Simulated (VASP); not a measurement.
# BP (F-43m) in VASP: a series of runs, part 2 of 2

VASP 6.6.1. Earlier steps stand in the parts before.

### 4 Electric field gradients, LDA (volume scaled by 1.02)

The input, INCAR:

```
ALGO = Normal
EDIFF = 1E-8
ENCUT = 520
GGA = CA
ISIF = 2
ISMEAR = -1
LASPH = T
LCHARG = F
LEFG = T
LREAL = F
LWAVE = F
NBANDS = 11
NELM = 60
PREC = Accurate
SIGMA = 0.08
```

The input, KPOINTS:

```
k-points
0
Gamma
  12 12 12
```

The input, POSCAR:

```
BP
1.0
    0.0000000000      2.2840269280      2.2840269280
    2.2840269280      0.0000000000      2.2840269280
    2.2840269280      2.2840269280      0.0000000000
B P
1 1
Direct
    0.0000000000      0.0000000000      0.0000000000
    0.7500000000      0.7500000000      0.7500000000
```

Potentials or basis: VASP PAW LDA potentials, release 64 (B, P).

On the command line:

```bash
$ cat potpaw_LDA.64/B/POTCAR potpaw_LDA.64/P/POTCAR > POTCAR
$ mpirun -np 1 vasp_std > vasp.out
```

OUTCAR:

```text
EDIFF = 1E-8
   ENCUT = 520
   GGA = CA
   ISIF = 2
   ISMEAR = -1
   LASPH = T
   LREAL = F
   NELM = 60
   PREC = Accurate

 ion  position               nearest neighbor table
   1  0.000  0.000  0.000-   2 1.98   2 1.98   2 1.98   2 1.98
   2  0.750  0.750  0.750-   1 1.98   1 1.98   1 1.98   1 1.98

  LATTYP: Found a face centered cubic cell.
 ALAT       =     4.5680538560

  Lattice vectors:

 A1 = (   0.0000000000,   2.2840269280,   2.2840269280)
 A2 = (   2.2840269280,   0.0000000000,   2.2840269280)
 A3 = (   2.2840269280,   2.2840269280,   0.0000000000)

Analysis of symmetry for initial positions (statically):
=====================================================================
 Subroutine PRICEL returns:
 Original cell was already a primitive cell.

 Routine SETGRP: Setting up the symmetry group for a
 face centered cubic supercell.

 Subroutine GETGRP returns: Found 24 space group operations
 (whereof 24 operations were pure point group operations)
 out of a pool of 48 trial point group operations.

The static configuration has the point symmetry T_d .

Analysis of symmetry for dynamics (positions and initial velocities):
=====================================================================
 Subroutine PRICEL returns:
 Original cell was already a primitive cell.

 Routine SETGRP: Setting up the symmetry group for a
 face centered cubic supercell.

 Subroutine GETGRP returns: Found 24 space group operations
 (whereof 24 operations were pure point group operations)
 out of a pool of 48 trial point group operations.

The dynamic configuration has the point symmetry T_d .

[... 160 lines left out ...]
      7      10.5199      0.00000
      8      14.2403      0.00000
      9      18.2913      0.00000
     10      19.2954      0.00000
     11      19.2954      0.00000
[... 309 lines left out ...]
 k-point    24 :      -0.4167    0.1667    0.0000
  band No.  band energies     occupation
      1      -4.4694      2.00000
      2      -1.2468      2.00000
      3       3.3374      2.00000
      4       4.9013      2.00000
      5      10.6541      0.00000
      6      13.2084      0.00000
      7      13.3245      0.00000
      8      17.2966      0.00000
      9      18.8730      0.00000
     10      19.8464      0.00000
     11      22.9634      0.00000

 [... further k-points ...]
[... 5 lines left out ...]
  --------------------------------------------------------------------------------------
  -------------------------------------------------------------------------------------
  Total       -1.2312715     -1.2312715     -1.2312715      0.0000000      0.0000000     -0.0000000
  in kB      -82.7810141    -82.7810141    -82.7810141      0.0000000      0.0000000     -0.0000000
  external PRESSURE =     -82.7810141 kB  Pullay stress =       0.0000000 kB

 VOLUME and BASIS-vectors are now :
 -----------------------------------------------------------------------------
  energy-cutoff  :      520.00
  volume of cell :       23.83
      direct lattice vectors                 reciprocal lattice vectors
     0.000000000  2.284026928  2.284026928    -0.218911605  0.218911605  0.218911605
     2.284026928  0.000000000  2.284026928     0.218911605 -0.218911605  0.218911605
     2.284026928  2.284026928  0.000000000     0.218911605  0.218911605 -0.218911605

 POSITION                                       TOTAL-FORCE (eV/Angst)
 -----------------------------------------------------------------------------------
      0.00000      0.00000      0.00000        -0.000000     -0.000000     -0.000000
      3.42604      3.42604      3.42604         0.000000      0.000000      0.000000
 -----------------------------------------------------------------------------------
    total drift:                               -0.000000     -0.000000     -0.000000

  FREE ENERGIE OF THE ION-ELECTRON SYSTEM (eV)
  ---------------------------------------------------
  free  energy   TOTEN  =       -14.3677476918 eV

  energy  without entropy=      -14.3677413094  energy(sigma->0) =      -14.36774450

 Electric field gradients (V/A^2)
---------------------------------------------------------------------
 ion       V_xx      V_yy      V_zz      V_xy      V_xz      V_yz
---------------------------------------------------------------------
   1       0.000    -0.000     0.000     0.000     0.000     0.000
   2      -0.000    -0.000     0.000    -0.000    -0.000    -0.000
---------------------------------------------------------------------

 Electric field gradients after diagonalization (V/A^2)
 (convention: |V_zz| > |V_xx| > |V_yy|)
----------------------------------------------------------------------
 ion       V_xx      V_yy      V_zz     asymmetry (V_yy - V_xx)/ V_zz
----------------------------------------------------------------------
   1      -0.000    -0.000     0.000       0.000
   2       0.000     0.000    -0.000       0.000
----------------------------------------------------------------------

           NMR quadrupolar parameters

 Cq : quadrupolar parameter    Cq=e*Q*V_zz/h
 eta: asymmetry parameters     (V_yy - V_xx)/ V_zz
 Q  : nuclear electric quadrupole moment in mb (millibarn)
----------------------------------------------------------------------
 ion       Cq(MHz)       eta       Q (mb)
----------------------------------------------------------------------
   1       0.000       0.000       1.000
   2      -0.000       0.000       1.000
----------------------------------------------------------------------
```

OSZICAR:

```text
N       E                     dE             d eps       ncg     rms          rms(c)
DAV:   1     0.738362783061E+01    0.73836E+01   -0.39463E+03  1600   0.650E+02
DAV:   2    -0.145406581072E+02   -0.21924E+02   -0.21056E+02  2197   0.109E+02
DAV:   3    -0.151451307883E+02   -0.60447E+00   -0.60271E+00  2029   0.155E+01
DAV:   4    -0.151475080748E+02   -0.23773E-02   -0.23770E-02  1788   0.114E+00
DAV:   5    -0.151475217463E+02   -0.13672E-04   -0.13671E-04  1949   0.854E-02    0.713E+00
DAV:   6    -0.144859362455E+02    0.66159E+00   -0.15452E+00  1791   0.525E+00    0.376E+00
DAV:   7    -0.143802107632E+02    0.10573E+00   -0.22996E-01  1969   0.240E+00    0.126E+00
DAV:   8    -0.143677115426E+02    0.12499E-01   -0.30148E-02  1830   0.920E-01    0.211E-01
DAV:   9    -0.143677491091E+02   -0.37566E-04   -0.79706E-04  1811   0.194E-01    0.144E-01
DAV:  10    -0.143677458834E+02    0.32257E-05   -0.13025E-04  1728   0.649E-02    0.333E-02
DAV:  11    -0.143677481782E+02   -0.22948E-05   -0.62311E-06  1974   0.131E-02    0.372E-02
DAV:  12    -0.143677476918E+02    0.48644E-06   -0.25147E-06  1808   0.646E-03    0.107E-02
DAV:  13    -0.143677477012E+02   -0.93980E-08   -0.10107E-07  1905   0.190E-03    0.735E-03
DAV:  14    -0.143677476918E+02    0.93543E-08   -0.23867E-08   993   0.670E-04
   1 F= -.14367748E+02 E0= -.14367745E+02  d E =-.638235E-05
```

It took 12 s on 1 thread of Intel Xeon 6975P-C, shared host; peak memory 0.13 GiB.

Results:

```yaml
Free_energy: -14.3677 eV
Pressure: -8.3 GPa
Band_gap_on_the_k_mesh: 1.21 eV, indirect (least direct gap 3.35 eV)
```

Caveat: without QUAD_EFG the Cq values of the log hold for a quadrupole moment of 1 mb, not for the nuclei. A k mesh can miss the band edges.
